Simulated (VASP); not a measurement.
# MnV (Pm-3m) in VASP: elastic constants with LDA

Aim: the elastic constants of MnV with LDA.

Everything below comes from runs of VASP 6.6.1. Logs are shortened: lines on timing, memory, paths and dates and some standing lists are left out, and cuts for length are marked.

### 1 The cell of the first run

Symmetry: Pm-3m, No. 221, cubic system. The conventional cell has a = 2.811 Å, b = 2.811 Å, c = 2.811 Å, α = 90.00°, β = 90.00°, γ = 90.00°. Within 3.2 Å of Mn (site symmetry m-3m) lie 8 V at 2.43 Å and 6 Mn at 2.81 Å. Within 3.2 Å of V (site symmetry m-3m) lie 8 Mn at 2.43 Å and 6 V at 2.81 Å.

### 2 Elastic constants, LDA

Contents of INCAR:

```
SYSTEM = MnV
ALGO     = Fast           ! electronic algorithm
EDIFF    = 1E-8           ! SCF threshold, eV
ENCUT    = 600            ! plane-wave cutoff, eV
GGA      = CA             ! functional
IBRION   = 6              ! ionic algorithm
ISIF     = 3              ! what is computed and relaxed
ISMEAR   = -1             ! smearing method
LASPH    = .True.         ! aspherical terms in the spheres
LCHARG   = .False.        ! write CHGCAR
LREAL    = .False.        ! projectors in reciprocal space
LWAVE    = .False.        ! write WAVECAR
NBANDS   = 20             ! bands
NELM     = 100            ! most SCF steps
NFREE    = 2            
NSW      = 1              ! ionic steps
POTIM    = 0.015          ! step
PREC     = Accurate       ! precision mode
SIGMA    = 0.15           ! smearing width, eV
```

Contents of KPOINTS:

```
k-points
0
Gamma
  14 14 14
  0 0 0
```

Contents of POSCAR:

```
MnV
1.0
    2.8111210685      0.0000000000      0.0000000000
    0.0000000000      2.8111210685      0.0000000000
    0.0000000000      0.0000000000      2.8111210685
Mn V
1 1
Direct
    0.0000000000      0.0000000000      0.0000000000
    0.5000000000      0.5000000000      0.5000000000
```

Potentials or basis: VASP PAW LDA potentials, release 64 (Mn_pv, V_sv).

Command:

```bash
cat potpaw_LDA.64/Mn_pv/POTCAR potpaw_LDA.64/V_sv/POTCAR > POTCAR
mpirun -np 1 vasp_std > vasp.out
```

OUTCAR:

```text
SYSTEM = MnV
   EDIFF = 1E-8
   ENCUT = 600
   GGA = CA
   IBRION = 6
   ISIF = 3
   ISMEAR = -1
   LASPH = .True.
   LREAL = .False.
   NELM = 100
   NFREE = 2
   NSW = 1
   POTIM = 0.015
   PREC = Accurate

 ion  position               nearest neighbor table
   1  0.000  0.000  0.000-   2 2.43   2 2.43   2 2.43   2 2.43   2 2.43   2 2.43   2 2.43   2 2.43

   2  0.500  0.500  0.500-   1 2.43   1 2.43   1 2.43   1 2.43   1 2.43   1 2.43   1 2.43   1 2.43

  LATTYP: Found a simple cubic cell.
 ALAT       =     2.8111210685

  Lattice vectors:

 A1 = (   2.8111210685,   0.0000000000,   0.0000000000)
 A2 = (   0.0000000000,   2.8111210685,   0.0000000000)
 A3 = (   0.0000000000,   0.0000000000,   2.8111210685)

Analysis of symmetry for initial positions (statically):
=====================================================================
 Subroutine PRICEL returns:
 Original cell was already a primitive cell.

 Routine SETGRP: Setting up the symmetry group for a
 simple cubic supercell.

 Subroutine GETGRP returns: Found 48 space group operations
 (whereof 48 operations were pure point group operations)
 out of a pool of 48 trial point group operations.

The static configuration has the point symmetry O_h .

Analysis of symmetry for dynamics (positions and initial velocities):
=====================================================================
 Subroutine PRICEL returns:
 Original cell was already a primitive cell.

 Routine SETGRP: Setting up the symmetry group for a
 simple cubic supercell.

 Subroutine GETGRP returns: Found 48 space group operations
 (whereof 48 operations were pure point group operations)
 out of a pool of 48 trial point group operations.

The dynamic configuration has the point symmetry O_h .

 Subroutine INISYM returns: Found 48 space group operations
 (whereof 48 operations are pure point group operations),
 and found     1 'primitive' translations

----------------------------------------------------------------------------------------

                                     Primitive cell

  volume of cell :      22.2146

  direct lattice vectors                    reciprocal lattice vectors
     2.811121068  0.000000000  0.000000000     0.355729965  0.000000000  0.000000000
     0.000000000  2.811121068  0.000000000     0.000000000  0.355729965  0.000000000
     0.000000000  0.000000000  2.811121068     0.000000000  0.000000000  0.355729965

  length of vectors
     2.811121068  2.811121068  2.811121068     0.355729965  0.355729965  0.355729965

  position of ions in fractional coordinates (direct lattice)
     0.000000000  0.000000000  0.000000000
     0.500000000  0.500000000  0.500000000

  ion indices of the primitive-cell ions
   primitive index   ion index
                 1           1
                 2           2

----------------------------------------------------------------------------------------

 KPOINTS: k-points

Automatic generation of k-mesh.
 Grid dimensions read from file:
 generate k-points for:   14   14   14

 Generating k-lattice:

  Cartesian coordinates                     Fractional coordinates (reciprocal lattice)
     0.025409283  0.000000000  0.000000000     0.071428571  0.000000000  0.000000000
     0.000000000  0.025409283  0.000000000     0.000000000  0.071428571  0.000000000
     0.000000000  0.000000000  0.025409283     0.000000000  0.000000000  0.071428571

  Length of vectors
     0.025409283  0.025409283  0.025409283

  Shift w.r.t. Gamma in fractional coordinates (k-lattice)
     0.000000000  0.000000000  0.000000000

 Subroutine IBZKPT returns following result:
 ===========================================

[... 61 lines left out ...]
   EFERMI =   0.00;   METHOD = LEGACY
   ISMEAR =    -1;   SIGMA  =   0.15  broadening in eV -4-tet -1-fermi 0-gaus
   EFERMI_NEDOS =   21; number of points for ismear=-14 and -15
   IALGO  =     68    algorithm
   IMIX   =      4    mixing-type and parameters
     AMIX     =   0.40;   BMIX     =  1.00
     AMIX_MAG =   1.60;   BMIX_MAG =  1.00
  volume/ion in A,a.u.               =      11.11        74.96
  Fermi-wavevector in a.u.,A,eV,Ry     =   1.725254  3.260257 40.497763  2.976502
  Thomas-Fermi vector in A             =   2.800789
   LORBIT       =      0    0 simple, 1 ext, 2 COOP (PROOUT), +10 PAW based schemes
   GGA     = CA    functional components
   LHFCALC =     F    Hartree Fock is set to
   AEXX    =    0.0000 exact exchange contribution
   IVDW    =     0    specifies the selected vdW correction
   LEPSILON=     F    determine dielectric tensor
   LRPA    =     F    only Hartree local field effects (RPA)
 finite differences with symmetry
 non-spin polarized calculation
 RMM-DIIS sequential band-by-band and
  energy-cutoff  :      600.00
  volume of cell :       22.21
 maximum number of plane-waves:       768
 NGX is ok and might be reduce to    24
   NGX = 11   NGY = 11   NGZ = 11

--------------------------------------- Ionic step        1  -------------------------------------------

 number of electron      26.0000015 magnetization

 Free energy of the ion-electron system (eV)
  ---------------------------------------------------
  ext. energy  EPLUGINS =         0.00000000
  ---------------------------------------------------
  free energy    TOTEN  =       -20.74561990 eV

  energy without entropy =      -20.66496285  energy(sigma->0) =      -20.70529138

------------------------ aborting loop because EDIFF is reached ----------------------------------------

  FORCE on cell =-STRESS in cart. coord.  units (eV):
  Direction    XX          YY          ZZ          XY          YZ          ZX
  --------------------------------------------------------------------------------------
  -------------------------------------------------------------------------------------
  Total        0.0724050      0.0724050      0.0724050      0.0000000      0.0000000     -0.0000000
  in kB        5.2220449      5.2220449      5.2220449      0.0000000      0.0000000     -0.0000000
  external PRESSURE =       5.2220449 kB  Pullay stress =       0.0000000 kB
[... 89 lines left out ...]
  FREE ENERGIE OF THE ION-ELECTRON SYSTEM (eV)
  ---------------------------------------------------
  free  energy   TOTEN  =       -20.7357678425 eV

  energy  without entropy=      -20.6562149055  energy(sigma->0) =      -20.69599137

[... ionic steps 4 to 14 ...]

--------------------------------------- Ionic step       15  -------------------------------------------

 number of electron      26.0000008 magnetization

------------------------ aborting loop because EDIFF is reached ----------------------------------------
[... 67 lines left out ...]
--------------------------------------- Ionic step       17  -------------------------------------------

 number of electron      26.0000015 magnetization

 Free energy of the ion-electron system (eV)
  ---------------------------------------------------
  ext. energy  EPLUGINS =         0.00000000
  ---------------------------------------------------
  free energy    TOTEN  =       -20.74488499 eV

  energy without entropy =      -20.66424347  energy(sigma->0) =      -20.70456423

 E-fermi :  11.3492     XC(G=0): -14.2626

 val. band max:       11.3321055217   @ k =   0.1429   0.0000   0.4286
 cond. band min:      11.3528249371   @ k =   0.0714   0.5000   0.1429
 fundamental gap:      0.0207194154
 Fermi energy:        11.3491782252

 k-point     1 :       0.0000    0.0000    0.0000
  band No.  band energies     occupation
      1     -52.1346      2.00000
      2     -36.1657      2.00000
      3     -36.1657      2.00000
      4     -36.1656      2.00000
      5     -26.2416      2.00000
      6     -26.2415      2.00000
[... 541 lines left out ...]
     19      16.8433      0.00000
     20      23.2812      0.00000

 [... further k-points ...]

------------------------ aborting loop because EDIFF is reached ----------------------------------------

  FORCE on cell =-STRESS in cart. coord.  units (eV):
  Direction    XX          YY          ZZ          XY          YZ          ZX
  --------------------------------------------------------------------------------------
  -------------------------------------------------------------------------------------
  Total        0.0740150      0.0749950      0.0749950     -0.0000000      0.0000000     -0.0000000
  in kB        5.3381591      5.4088435      5.4088435     -0.0000000      0.0000000     -0.0000000
  external PRESSURE =       5.3852821 kB  Pullay stress =       0.0000000 kB
[... 17 lines left out ...]
  FREE ENERGIE OF THE ION-ELECTRON SYSTEM (eV)
  ---------------------------------------------------
  free  energy   TOTEN  =       -20.7448849940 eV

  energy  without entropy=      -20.6642434722  energy(sigma->0) =      -20.70456423

 INTERNAL STRAIN TENSORS FROM STRAINED CELLS
 ============================================

 INTERNAL STRAIN TENSOR FOR ION    1 for displacements in x,y,z  (eV/Angst):
          X           Y           Z          XY          YZ          ZX
  --------------------------------------------------------------------------------
  x     0.00000     0.00000     0.00000     0.00000     0.00000    -0.00000
  y     0.00000     0.00000     0.00000     0.00000     0.00000     0.00000
  z     0.00000     0.00000     0.00000     0.00000     0.00000     0.00000

 INTERNAL STRAIN TENSORS FROM DISPLACED ATOMS
 ============================================

 INTERNAL STRAIN TENSOR FOR ION    1 for displacements in x,y,z  (eV/Angst):
          X           Y           Z          XY          YZ          ZX
  --------------------------------------------------------------------------------
  x     0.00000     0.00000     0.00000     0.00000     0.00000     0.00000
  y     0.00000     0.00000     0.00000     0.00000     0.00000     0.00000
  z     0.00000     0.00000     0.00000     0.00000     0.00000     0.00000

 INTERNAL STRAIN TENSOR FOR ION    2 for displacements in x,y,z  (eV/Angst):
          X           Y           Z          XY          YZ          ZX
  --------------------------------------------------------------------------------
  x     0.00000     0.00000     0.00000     0.00000     0.00000     0.00000
  y     0.00000     0.00000     0.00000     0.00000     0.00000     0.00000
  z     0.00000     0.00000     0.00000     0.00000     0.00000     0.00000

 Eigenvectors and eigenvalues of the dynamical matrix
 ----------------------------------------------------

   1 f  =    7.785520 THz    48.917862 2PiTHz  259.696978 cm-1    32.198307 meV
             X         Y         Z           dx          dy          dz
      0.000000  0.000000  0.000000    -0.009287   -0.694322   -0.000000
      1.405561  1.405561  1.405561     0.009624    0.719541   -0.000000
[... 21 lines left out ...]
   6 f/i=    0.008134 THz     0.051110 2PiTHz    0.271335 cm-1     0.033641 meV
             X         Y         Z           dx          dy          dz
      0.000000  0.000000  0.000000    -0.085995    0.709254    0.085995
      1.405561  1.405561  1.405561    -0.082981    0.684395    0.082981

--------------------------------------------------------------------------------------------------------

 ELASTIC MODULI CONTR FROM IONIC RELAXATION (kBar)
 Direction    XX          YY          ZZ          XY          YZ          ZX
 --------------------------------------------------------------------------------
 XX           0.0000      0.0000      0.0000      0.0000      0.0000      0.0000
 YY           0.0000      0.0000      0.0000      0.0000      0.0000      0.0000
 ZZ           0.0000      0.0000      0.0000      0.0000      0.0000      0.0000
 XY           0.0000      0.0000      0.0000      0.0000      0.0000      0.0000
 YZ           0.0000      0.0000      0.0000      0.0000      0.0000      0.0000
 ZX           0.0000      0.0000      0.0000      0.0000      0.0000      0.0000
 --------------------------------------------------------------------------------

 TOTAL ELASTIC MODULI (kBar)
 Direction    XX          YY          ZZ          XY          YZ          ZX
 --------------------------------------------------------------------------------
 XX        5423.9214   1523.8692   1523.8692      0.0000      0.0000     -0.0000
 YY        1523.8692   5423.9214   1523.8692     -0.0000      0.0000     -0.0000
 ZZ        1523.8692   1523.8692   5423.9214     -0.0000     -0.0000     -0.0000
 XY           0.0000     -0.0000     -0.0000    911.0409      0.0000      0.0000
 YZ           0.0000      0.0000     -0.0000      0.0000    911.0409      0.0000
 ZX          -0.0000     -0.0000     -0.0000      0.0000      0.0000    911.0409
 --------------------------------------------------------------------------------
```

Run time: 15 min. Hardware: 1 thread of Intel Xeon 6975P-C (Granite Rapids), shared host; peak memory 0.76 GiB.

What came out:

```yaml
Elastic_constants_C11_C12_C44: 542, 152, 91 GPa
Voigt_bulk_modulus: 282 GPa
Highest_phonon_frequency_at_Γ: 260 cm⁻¹
```

Phonon frequencies in cm⁻¹ (negative: imaginary):
| q point | frequencies |
| --- | --- |
| (0.000, 0.000, 0.000) | 0 0 0 260 260 260 |

Elastic tensor in Voigt notation (GPa, in the Cartesian axes of the cell as first typed):
```
542 152 152   0   0   0
152 542 152   0   0   0
152 152 542   0   0   0
  0   0   0  91   0   0
  0   0   0   0  91   0
  0   0   0   0   0  91
```

Clamped-ion elastic tensor (GPa):
```
542 152 152   0   0   0
152 542 152   0   0   0
152 152 542   0   0   0
  0   0   0  91   0   0
  0   0   0   0  91   0
  0   0   0   0   0  91
```

Caveat: the run has no spin polarisation, though such a crystal can be magnetic. Spin polarisation is off, so any magnetic state and its effect on volume and gap are missing.
